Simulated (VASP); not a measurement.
# Al3B2P (P-3m1) in VASP: a series of runs, part 2 of 2

VASP 6.6.1. Earlier steps stand in the parts before.

## Step 4: Relaxation of cell and atoms, PBE

This run uses another cell than the first one, of 14.06 Å³/atom, 1.085 times its volume.

The input, INCAR:

```
SYSTEM = Al3B2P
  ALGO = Normal
  EDIFF = 1E-7
  EDIFFG = -0.04
  ENCUT = 600
  GGA = PE
  IBRION = 2
  ISIF = 3
  ISMEAR = 0
  LASPH = .TRUE.
  LCHARG = .FALSE.
  LREAL = .FALSE.
  LWAVE = .FALSE.
  NELM = 60
  NSW = 90
  PREC = Accurate
  SIGMA = 0.1
```

The input, KPOINTS:

```
k-points
0
G
  6 6 2
  0 0 0
```

The input, POSCAR:

```
Al3B2P
1.0
    3.4229191800      0.0000000000      0.0000000000
   -1.7114595900      2.9643349700      0.0000000000
    0.0000000000      0.0000000000      8.3116889500
Al B P
3 2 1
Direct
    0.3333333300      0.6666666700      0.1539180000
    0.6666666700      0.3333333300      0.8460820000
    0.0000000000      0.0000000000      0.5000000000
    0.3333333300      0.6666666700      0.6735060200
    0.6666666700      0.3333333300      0.3264939800
    0.0000000000      0.0000000000      0.0000000000
```

Potentials or basis: VASP PAW PBE potentials, release 64 (Al, B, P).

Run with:

```
> cat potpaw_PBE.64/Al/POTCAR potpaw_PBE.64/B/POTCAR potpaw_PBE.64/P/POTCAR > POTCAR
> mpirun -np 1 vasp_std > vasp.out
```

OUTCAR:

```text
SYSTEM = Al3B2P
   EDIFF = 1E-7
   EDIFFG = -0.04
   ENCUT = 600
   GGA = PE
   IBRION = 2
   ISIF = 3
   ISMEAR = 0
   LASPH = .TRUE.
   LREAL = .FALSE.
   NELM = 60
   NSW = 90
   PREC = Accurate

 ion  position               nearest neighbor table
   1  0.333  0.667  0.154-   6 2.35   6 2.35   6 2.35   5 2.44   5 2.44   5 2.44   2 3.23   2 3.23
                             2 3.23
   2  0.667  0.333  0.846-   6 2.35   6 2.35   6 2.35   4 2.44   4 2.44   4 2.44   1 3.23   1 3.23
                             1 3.23
   3  0.000  0.000  0.500-   4 2.45   5 2.45   5 2.45   4 2.45   5 2.45   4 2.45
   4  0.333  0.667  0.674-   2 2.44   2 2.44   2 2.44   3 2.45   3 2.45   3 2.45
   5  0.667  0.333  0.326-   1 2.44   1 2.44   1 2.44   3 2.45   3 2.45   3 2.45
   6  0.000  0.000  0.000-   1 2.35   2 2.35   2 2.35   1 2.35   2 2.35   1 2.35

  LATTYP: Found a hexagonal cell.
 ALAT       =     3.4229191800
 C/A-ratio  =     2.4282457496

  Lattice vectors:
[... 301 lines left out ...]

------------------------ aborting loop because EDIFF is reached ----------------------------------------
[... 75 lines left out ...]
--------------------------------------- Ionic step       13  -------------------------------------------

 number of electron      20.0000000 magnetization

 Free energy of the ion-electron system (eV)
  ---------------------------------------------------
  ext. energy  EPLUGINS =         0.00000000
  ---------------------------------------------------
  free energy    TOTEN  =       -28.20292381 eV

  energy without entropy =      -28.18759476  energy(sigma->0) =      -28.19525929

 E-fermi :   7.4071     XC(G=0): -10.7420

 val. band max:        7.3598701900   @ k =   0.3333  -0.0000   0.0000
 cond. band min:       7.4346808342   @ k =   0.1667   0.1667   0.5000
 fundamental gap:      0.0748106442
 Fermi energy:         7.4070745636

 k-point     1 :       0.0000    0.0000    0.0000
  band No.  band energies     occupation
      1      -5.4536      2.00000
      2      -3.6239      2.00000
      3      -2.4245      2.00000
      4       3.2158      2.00000
      5       3.5062      2.00000
      6       8.1093      0.00000
      7       8.1093      0.00000
      8       8.3113      0.00000
      9       8.3113      0.00000
     10       9.1012      0.00000
     11       9.1012      0.00000
     12      10.2306      0.00000
     13      12.8767      0.00000
     14      13.2136      0.00000
[... 252 lines left out ...]
  FREE ENERGIE OF THE ION-ELECTRON SYSTEM (eV)
  ---------------------------------------------------
  free  energy   TOTEN  =       -28.2029238149 eV

  energy  without entropy=      -28.1875947629  energy(sigma->0) =      -28.19525929

 reached required accuracy - stopping structural energy minimisation
```

It took 2.1 min on 1 thread of Intel Xeon Platinum 8559C (Emerald Rapids), shared host; peak memory 0.22 GiB.

What came out:

- Free energy: -28.2029 eV
- Relaxed volume: 12.98 Å³/atom
- Relaxed cell: a = 3.365 Å, b = 3.365 Å, c = 7.942 Å, α = 90.00°, β = 90.00°, γ = 120.00°
- Space group after relaxing (to 0.05 Å): P-3m1 (No. 164)
- Energy gained by relaxing: 245.2 meV/atom
- Ionic steps: 13
- Pressure after relaxing: -0.3 GPa
- Largest force after relaxing: 0.016 eV/Å
- Band gap on the k mesh: zero (band 10 reaches 9.10 eV, above the bottom of band 11 at 6.13 eV)

Forces on the atoms (eV/Å):
```
Al   0.000  0.000 -0.010
Al   0.000  0.000  0.010
Al   0.000  0.000  0.000
B    0.000  0.000  0.016
B    0.000  0.000 -0.016
P    0.000  0.000  0.000
```

The path:
```csv
step,energy change (eV),largest force (eV/Å),pressure (GPa),volume (Å³)
1,0.0000,3.0717,-1.22,84.34
2,-0.7226,1.5960,-3.46,83.03
3,-1.1567,0.8153,-3.69,81.43
4,-1.2154,0.9088,-3.01,80.77
5,-1.2290,1.0033,-1.65,79.99
6,-1.2325,0.9719,-2.19,80.26
7,-1.3667,0.6482,1.92,77.02
8,-1.3791,0.5097,3.59,75.90
9,-1.4634,0.1504,-0.27,77.94
10,-1.4670,0.0324,-1.34,78.59
11,-1.4673,0.0607,-1.11,78.44
12,-1.4702,0.0559,0.05,77.62
13,-1.4711,0.0155,-0.33,77.88
```

Final structure:
```yaml
crystal:
  lattice:
    - [3.36493, 0.00000, 0.00000]
    - [-1.68247, 2.91412, 0.00000]
    - [0.00000, 0.00000, 7.94240]
  atoms:
    - { symbol: Al, position: [0.33333, 0.66667, 0.21313] }
    - { symbol: Al, position: [0.66667, 0.33333, 0.78687] }
    - { symbol: Al, position: [0.00000, 0.00000, 0.50000] }
    - { symbol: B, position: [0.33333, 0.66667, 0.64019] }
    - { symbol: B, position: [0.66667, 0.33333, 0.35981] }
    - { symbol: P, position: [0.00000, 0.00000, 0.00000] }
```

Caveat: the k points lie up to 0.40 Å⁻¹ apart in the final cell.

## Step 5: Single point, PBE

The input, INCAR:

```
SYSTEM = Al3B2P
PREC = Accurate
ENCUT = 520
EDIFF = 1E-7
ISMEAR = 0
SIGMA = 0.1
LREAL = .FALSE.
LASPH = .TRUE.
NELM = 100
ALGO = Normal
ISIF = 2
LWAVE = .FALSE.
LCHARG = .TRUE.
GGA = PE
LELF = .TRUE.
LVHAR = .TRUE.
NBANDS = 19
```

The input, KPOINTS:

```
regular mesh
0
G
  12 12 6
  0 0 0
```

The input, POSCAR:

```
Al3B2P
1.0
    3.3509925047      0.0000000000      0.0000000000
   -1.6754962524      2.9020446370      0.0000000000
    0.0000000000      0.0000000000      8.0005714979
Al B P
3 2 1
Direct
    0.3333333333      0.6666666667      0.2112913343
    0.6666666667      0.3333333333      0.7887086657
    0.0000000000      0.0000000000      0.5000000000
    0.3333333333      0.6666666667      0.6451287381
    0.6666666667      0.3333333333      0.3548712619
    0.0000000000      0.0000000000      0.0000000000
```

Run with:

```
> cat potpaw_PBE.64/Al/POTCAR potpaw_PBE.64/B/POTCAR potpaw_PBE.64/P/POTCAR > POTCAR
> mpirun -np 1 vasp_std > vasp.out
```

It took 86 s on 1 thread of Intel Xeon Platinum 8559C (Emerald Rapids), shared host; peak memory 0.28 GiB.

It converged, with:

```yaml
Free_energy: -28.2503 eV
Pressure: -0.1 GPa
Largest_force: 0.004 eV/Å
Band_gap_on_the_k_mesh: zero (band 10 reaches 9.16 eV, above the bottom of band 11 at 5.92 eV)
```

Forces in eV/Å, atoms in the order of the input:
```
Al   0.000  0.000 -0.004
Al   0.000  0.000  0.004
Al   0.000  0.000  0.000
B    0.000  0.000  0.001
B    0.000  0.000 -0.001
P    0.000  0.000  0.000
```

Levels at points of the mesh, in eV from the Fermi level:
| k point | band 6 | band 7 | band 8 | band 9 | band 10 | band 11 | band 12 | band 13 | band 14 | band 15 |
| --- | --- | --- | --- | --- | --- | --- | --- | --- | --- | --- |
| (0.00, 0.00, 0.00) | 0.88 | 0.88 | 0.95 | 0.95 | 1.78 | 1.78 | 2.65 | 5.57 | 5.90 | 5.90 |
| (0.50, 0.00, 0.00) | -5.80 | -1.76 | -1.62 | -0.69 | -0.30 | -0.30 | 0.14 | 0.66 | 2.84 | 3.98 |
| (0.00, 0.00, 0.50) | 0.56 | 0.76 | 0.76 | 1.23 | 1.23 | 1.57 | 1.57 | 5.31 | 5.31 | 5.62 |
| (0.50, 0.00, 0.50) | -4.26 | -3.41 | -2.63 | -1.44 | -1.19 | 0.95 | 1.41 | 1.60 | 2.51 | 5.02 |

## Step 6: The runs side by side

| task | cell | k mesh | cutoff (eV) | gap on the mesh (eV) | pressure (GPa) | largest force (eV/Å) |
| --- | --- | --- | --- | --- | --- | --- |
| single point | a = 3.362, b = 3.362, c = 7.943 Å, angles 90.0, 90.0, 120.0°, 6 atoms | 6 × 6 × 2 | 520 | none | -0.1 | - |
| single point | a = 3.423, b = 3.423, c = 8.312 Å, angles 90.0, 90.0, 120.0°, 6 atoms | 6 × 6 × 2 | 520 | none | -1.2 | 3.07 |
| relaxation of cell and atoms | relaxed from a = 3.423, b = 3.423, c = 8.312 Å, angles 90.0, 90.0, 120.0°, 6 atoms | 6 × 6 × 2 | 600 | none | -0.3 | 0.02 |
| single point | a = 3.351, b = 3.351, c = 8.001 Å, angles 90.0, 90.0, 120.0°, 6 atoms | 12 × 12 × 6 | 520 | none | -0.1 | - |

Alike in all rows: level PBE; potentials or basis VASP PAW PBE potentials, release 64 (Al, B, P); no spin polarisation; smearing gaussian 0.1 eV.

Caveats: some runs use coarse meshes; forces of over 1 eV/Å act on the atoms, so gaps and moduli don't describe the material at rest (some runs).

Total energies depend on the potentials used, so only differences within one code and one set of settings carry meaning.
